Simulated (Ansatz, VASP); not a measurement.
TaN in VASP and in Ansatz

The input INCAR:

```
PREC = Accurate
ENCUT = 520
EDIFF = 1E-6
ISMEAR = -1
SIGMA = 0.02
LREAL = False
LASPH = True
NELM = 80
ALGO = Normal
ISIF = 2
LWAVE = False
LCHARG = False
GGA = PE
NBANDS = 15
```

Contents of KPOINTS:

```
regular mesh
0
Gamma
  9 9 9
```

Contents of POSCAR:

```
TaN
1.0
    0.0000000000      2.2217363401      2.2217363401
    2.2217363401      0.0000000000      2.2217363401
    2.2217363401      2.2217363401      0.0000000000
Ta N
1 1
Direct
    0.5000000000      0.5000000000      0.5000000000
    0.0000000000      0.0000000000      0.0000000000
```

Input for Ansatz:

```yaml
crystal:
  lattice:
    - [0.0, 2.2217363401, 2.2217363401]
    - [2.2217363401, 0.0, 2.2217363401]
    - [2.2217363401, 2.2217363401, 0.0]
  atoms:
    - { symbol: Ta, position: [0.5, 0.5, 0.5] }
    - { symbol: "N", position: [0.0, 0.0, 0.0] }
kpoints:
  mp_grid: { grid: [9, 9, 9] }
scf:
  occupations: { method: fermi_dirac, width: 0.02 }
hamiltonian:
  xc: pbe
  pseudopotentials: { kind: all_electron, lapw: { basis_error: 0.0005 } }
output:
  forces: true
  stress: true
  eigenvalues: true
```

Change from the starting cell: volume scaled by 1.06.

Alike in both runs: task single point; functional PBE; k mesh 9 × 9 × 9; occupations fermi-dirac, width 0.02 eV; no spin polarisation.

|  | VASP | Ansatz |
| --- | --- | --- |
| version | VASP 6.6.1 | Ansatz 0.2.0 |
| potentials or method | VASP PAW PBE potentials, release 64 (Ta_pv, N), cutoff 520 eV | all-electron LAPW, scalar-relativistic |

VASP gave:

* pressure (GPa): -5.0

Task: What did Ansatz give for the same quantities?

Result: Pressure (GPa): -5.6.

Ansatz ran all-electron here, and VASP with PAW potentials.

Spin-orbit coupling is off throughout.
